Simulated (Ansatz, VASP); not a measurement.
**Ru: VASP beside Ansatz**

```xyz
6
Lattice="2.7207 0.0000 0.0000 -1.3604 2.3562 0.0000 0.0000 0.0000 26.7401" Properties=species:S:1:pos:R:3 pbc="T T T"
Ru    2.0406    0.3927    8.0749
Ru   -0.6802    1.9635   10.1353
Ru    2.0406    0.3927   12.2837
Ru   -0.6802    1.9635   14.4564
Ru    2.0406    0.3927   16.6048
Ru   -0.6802    1.9635   18.6652
```

Alike in both runs: functional PBE; k mesh 14 × 14 × 1; occupations fermi-dirac, width 0.08 eV; no spin polarisation.

Ansatz relaxed the structure, and its values are those at the end. VASP's run is a single point on that final structure, the one shown.

|  | VASP | Ansatz |
| --- | --- | --- |
| version | VASP 6.6.1 | Ansatz 0.2.0 |
| potentials or method | VASP PAW PBE potentials, release 64 (Ru_pv) | PAW with Ansatz's default frozen-core files, scalar-relativistic |
| plane-wave cutoff (eV) | 520 | 420 |
| valence electrons in the cell | 84 | 96 |

|  | VASP | Ansatz | Ansatz less VASP |
| --- | --- | --- | --- |
| rms of the force components (eV/Å) | 0.005 | 0.001 | -0.0045 |

With one functional, cell and mesh, what is left measures potentials, basis and numerics. VASP's potentials hold 84 valence electrons a cell and Ansatz's 96, so a difference there can come from the potentials and not from the codes. Ansatz's warnings: stress scf threshold loose.
